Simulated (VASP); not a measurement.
**Ag: single point with r2SCAN**

Crystal: Ag.

```xyz
2
Lattice="-1.6343 1.6343 1.6343 1.6343 -1.6343 1.6343 3.2685 3.2685 0.0000" Properties=species:S:1:pos:R:3 pbc="T T T"
Ag   -0.2475    0.2475    0.0000
Ag    1.8818    1.3868    1.6343
```

This cell differs from its parent crystal: atoms displaced along a vibrational mode.

```yaml
Program: VASP 6.6.1
Task: single point
Functional: r2SCAN
Potentials_or_basis: VASP PAW PBE potentials, release 64 (Ag)
Cutoff: 520 eV
k_mesh: 22 × 22 × 14
Occupations: gaussian, width 0.15 eV
Spin: no spin polarisation
Dipole_correction: no
Further_INCAR_settings: ALGO = Normal; EDIFF = 1e-07; NBANDS = 18
```

```yaml
Pressure: 0.9 GPa
Largest_force: 0.233 eV/Å
Band_gap_on_the_k_mesh: zero (bands 11 and 12 overlap by 7.54 eV)
```

Forces on the atoms (eV/Å):
```
Ag   0.165 -0.165  0.000
Ag  -0.165  0.165  0.000
```

Stress tensor (GPa, compression positive):
```
 2.52 -0.85  0.00
-0.85  2.52  0.00
 0.00  0.00 -2.27
```

Levels at points of the mesh, in eV from the Fermi level:
```csv
k point,band 9,band 10,band 11,band 12,band 13,band 14
"(0.00, 0.00, 0.00)",-4.05,-3.47,-3.36,0.04,4.12,14.69
"(0.50, 0.00, 0.00)",-3.54,-3.19,-0.34,0.75,6.95,7.09
"(0.50, 0.50, 0.00)",-3.09,-2.98,0.97,3.03,7.12,8.59
"(0.00, 0.00, 0.50)",-3.91,-3.91,-3.49,-3.49,12.29,12.29
"(0.50, 0.00, 0.50)",-3.21,-3.21,0.31,0.31,3.86,3.86
"(0.50, 0.50, 0.50)",-3.03,-3.03,2.16,2.16,6.21,6.21
```

It took 50 min on 1 thread of Oxide Virtual Turin-like Processor, with other jobs on the host, peak memory 0.58 GiB.

Caveat: the cell differs from its parent crystal (atoms displaced along a vibrational mode); the PAW data sets were made with another functional, which shifts forces and pressure a little.
